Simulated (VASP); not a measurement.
Crystal: Mg3Se.

```
Mg Se
1.0
     4.53659    0.00000    0.00000
     0.00000    4.53659    0.00000
     0.00000    0.00000    4.40469
Mg Se
3 1
Direct
  0.00000 0.50000 0.00000
  0.50000 0.00000 0.00000
  0.00000 0.00000 0.00000
  0.50000 0.50000 0.00000
```

The cell was built from a structure type or drawn by symmetry, and may not be a known phase.

- Program: VASP 6.6.1
- Task: relaxation of cell and atoms
- Functional: PBE
- Potentials or basis: VASP PAW PBE potentials, release 64 (Mg, Se)
- Cutoff: 600 eV
- k mesh: 4 × 4 × 4
- Occupations: gaussian, width 0.1 eV
- Spin: no spin polarisation

At the start: pressure 33.1 GPa; volume 22.66 Å³/atom.

Question: How do energy, volume and symmetry change on relaxing?

Answer: Over 17 steps the energy falls by 1552.9 meV/atom and the volume is 25.10 Å³/atom (+10.8 %); space group P4/mmm (No. 123, to 0.1 Å) before and after.

The path:
```
step  energy change (eV)  largest force (eV/Å)  pressure (GPa)  volume (Å³)
   1              0.0000                0.0000           33.11        90.65
   2             -5.0321                0.0000           -3.56       161.57
   3             -5.4648                0.0000           -0.07       135.60
   4             -5.4709                0.0000           -0.82       138.95
   5             -5.4718                0.0000           -0.59       137.90
   6             -5.4988                0.0000           -0.70       135.52
   7             -5.5883                0.0000           -0.79       128.39
   8             -5.7406                0.0000           -0.19       114.15
   9             -5.7478                0.0000            7.43        85.74
  10             -5.8147                0.0000            0.02       110.08
  11             -6.1505                0.0000            1.53        97.90
  12             -6.1515                0.0000            2.76        93.46
  13             -6.1604                0.0000            2.04        95.92
  14             -6.1805                0.0000            1.90        95.51
  15             -6.1818                0.0000            1.90        95.37
  16             -6.1947                0.0000            1.40        96.64
  17             -6.2114                0.0000            0.10       100.40
```

Final structure:
```
Mg Se
1.0
     5.77003    0.00000    0.00000
     0.00000    5.77003    0.00000
     0.00000    0.00000    3.01566
Mg Se
3 1
Direct
  0.00000 0.50000 0.00000
  0.50000 0.00000 0.00000
  0.00000 0.00000 0.00000
  0.50000 0.50000 0.00000
```

Caveat: a cell axis changed by over 15 % at a fixed basis, so the end point is rough.
